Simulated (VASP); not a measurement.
Runs of VASP 6.6.1 on AlCo2. The structure is that of space group P6/mmm (No. 191), or close to it. The cells are those of the table. 

```tsv
task	cell	k mesh	cutoff (eV)	gap on the mesh (eV)	pressure (GPa)	relaxed volume (Å³/atom)
single point	a = 3.947, b = 3.947, c = 2.594 Å, angles 90.0, 90.0, 120.0°, 3 atoms	6 × 6 × 6	520	none	-0.3	-
relaxation of cell and atoms	relaxed from a = 3.947, b = 3.947, c = 2.573 Å, angles 90.0, 90.0, 120.0°, 3 atoms	6 × 6 × 6	600	none	0.2	(a)
single point	a = 3.948, b = 3.948, c = 2.586 Å, angles 90.0, 90.0, 120.0°, 3 atoms	12 × 12 × 18	520	none	-0.2	-
relaxation of cell and atoms	relaxed from a = 3.947, b = 3.947, c = 2.594 Å, angles 90.0, 90.0, 120.0°, 3 atoms	12 × 12 × 18	600	none	0.0	11.61
```

Alike in all rows: level PBE; potentials or basis VASP PAW PBE potentials, release 64 (Al, Co); no spin polarisation; smearing gaussian 0.1 eV.

Estimate the missing entries.

(a) 11.63.

Caveats: some runs use coarse meshes.

A gap of «none» marks levels without a gap at the run's occupations.
